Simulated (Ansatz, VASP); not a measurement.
**One calculation of TaN, two programs**

```
Ta N
1.0
     2.92399    0.00000    0.01827
    -1.46199    2.53225   -0.00914
     0.01794    0.00000    2.87073
Ta N
1 1
Direct
  0.33333 0.66667 0.50000
  0.00000 0.00000 0.00000
```

Change from the starting cell: strain +0.0125 x Voigt [0, 0, 0, 0, 1, 0], atoms carried along.

Alike in both runs: task single point; functional PBEsol; k mesh 24 × 24 × 20; occupations gaussian, width 0.15 eV; no spin polarisation.

```csv
,VASP,Ansatz
version,VASP 6.6.1,Ansatz 0.2.0
potentials or method,"VASP PAW PBE potentials, release 64 (Ta_pv, N), cutoff 520 eV","scalar-relativistic, plane waves, PAW"
valence electrons in the cell,16,18
```

```csv
,VASP,Ansatz,Ansatz less VASP
gap on the k mesh at the Fermi level (eV),none,none,-
pressure (GPa),0.9,0.1,-0.85
"traceless stress, the component that is largest in VASP (GPa)",-3.22,-3.19,+0.024
```

VASP's potentials were made for PBE, not for PBEsol. A gap of «none» marks a metal or a gap that the smearing closes. The functional is the same, so the differences come from potentials, cutoffs and numerics. VASP's potentials hold 16 valence electrons a cell and Ansatz's 18, so a difference there can come from the potentials and not from the codes.

Neither program's run includes spin-orbit coupling.
